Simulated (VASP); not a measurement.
Here is a VASP 6.6.1 calculation.

The input POSCAR:

```
B
1.0
    2.5004474162      1.4436339888      4.2421804709
   -2.5004474162      1.4436339888      4.2421804709
    0.0000000000     -2.8872679776      4.2421804710
B
12
Direct
    0.0089150827      0.6557316720      0.0089150827
    0.0089150827      0.0089150827      0.6557316720
    0.6557316720      0.0089150827      0.0089150827
    0.9910849173      0.3442683280      0.9910849173
    0.3442683280      0.9910849173      0.9910849173
    0.9910849173      0.9910849173      0.3442683280
    0.2180879113      0.6354790834      0.2180879113
    0.2180879113      0.2180879113      0.6354790834
    0.6354790834      0.2180879113      0.2180879113
    0.7819120887      0.3645209166      0.7819120887
    0.3645209166      0.7819120887      0.7819120887
    0.7819120887      0.7819120887      0.3645209166
```

File INCAR.step1:

```
SYSTEM = B
PREC = Accurate
ENCUT = 520
ISMEAR = 0
SIGMA = 0.02
LREAL = .False.
LASPH = .True.
NELM = 100
NBANDS = 30
GGA = PE
ALGO = Normal
EDIFF = 1E-4
LWAVE = .True.
LCHARG = .False.
```

The input INCAR.step2:

```
SYSTEM = B
PREC = Accurate
ENCUT = 520
EDIFF = 1E-7
ISMEAR = 0
SIGMA = 0.02
LREAL = .False.
LASPH = .True.
NELM = 100
ALGO = Normal
ISIF = 2
LWAVE = .False.
LCHARG = .True.
METAGGA = R2SCAN
LMIXTAU = .True.
LELF = .True.
LVHAR = .True.
NBANDS = 30
ISTART = 1
```

KPOINTS

```
regular mesh
0
Gamma
  9 9 9
  0 0 0
```

Potentials or basis: VASP PAW PBE potentials, release 64 (B).

Launch:

```bash
$ cat potpaw_PBE.64/B/POTCAR > POTCAR
$ cp INCAR.step1 INCAR
$ mpirun -np 1 vasp_std > vasp.out
$ cp INCAR.step2 INCAR
$ mpirun -np 1 vasp_std > vasp.out
```

Question: Predict the pressure.

Answer: -10.9 GPa.

Question: What does it give for the band gap on the k mesh?

Answer: 1.81 eV, indirect (least direct gap 2.39 eV).

Question: What does it give for the largest force?

Answer: 0.017 eV/Å.

Stress tensor (GPa, compression positive):
```
-10.84   0.00   0.00
  0.00 -10.84   0.00
  0.00   0.00 -11.05
```

Caveat: the PAW data sets were made with another functional, which shifts forces and pressure a little. A k mesh can miss the band edges.
